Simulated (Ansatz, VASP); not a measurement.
GaSb in VASP and in Ansatz

File INCAR:

```
PREC = Accurate
ENCUT = 520
EDIFF = 1E-7
ISMEAR = -1
SIGMA = 0.05
LREAL = False
LASPH = True
NELM = 80
ALGO = Normal
ISIF = 2
LWAVE = False
LCHARG = True
GGA = RE
LELF = True
LVHAR = True
NBANDS = 16
```

KPOINTS

```
regular mesh
0
Gamma
  8 8 8
```

POSCAR

```
GaSb
1.0
    0.0000000000      3.1189956238      3.1189956238
    3.1189956238      0.0000000000      3.1189956238
    3.1189956238      3.1189956238      0.0000000000
Sb Ga
1 1
Direct
    0.7500000000      0.7500000000      0.7500000000
    0.0000000000      0.0000000000      0.0000000000
```

The input input.yaml:

```yaml
crystal:
  lattice:
    - [0.0, 3.1189956238, 3.1189956238]
    - [3.1189956238, 0.0, 3.1189956238]
    - [3.1189956238, 3.1189956238, 0.0]
  atoms:
    - { symbol: Sb, position: [0.75, 0.75, 0.75] }
    - { symbol: Ga, position: [0.0, 0.0, 0.0] }
hamiltonian:
  xc: revpbe
  pseudopotentials: { kind: paw }
kpoints:
  mp_grid: { grid: [8, 8, 8] }
scf:
  occupations: { method: fermi_dirac, width: 0.05 }
output:
  forces: true
  stress: true
  eigenvalues: true
  write_density: true
  write_potential: true
  elf: true
  volumetric_format: npy
```

Alike in both runs: task single point; functional revPBE; k mesh 8 × 8 × 8; occupations fermi-dirac, width 0.05 eV; no spin polarisation.

|  | VASP | Ansatz |
| --- | --- | --- |
| version | VASP 6.6.1 | Ansatz 0.2.0 |
| potentials or method | VASP PAW PBE potentials, release 64 (Sb, Ga_d) | Ansatz PAW |
| plane-wave cutoff (eV) | 520 | 420 |
| valence electrons in the cell | 18 | 28 |

|  | VASP | Ansatz | Ansatz less VASP |
| --- | --- | --- | --- |
| gap on the k mesh at the Fermi level (eV) | none | none | - |
| pressure (GPa) | 0.6 | 0.6 | -0.05 |

VASP's potentials were made for PBE, not for revPBE. A gap of «none» marks a metal or a gap that the smearing closes. VASP's potentials hold 18 valence electrons a cell and Ansatz's 28, so a difference there can come from the potentials and not from the codes.

Neither program's run includes spin-orbit coupling.
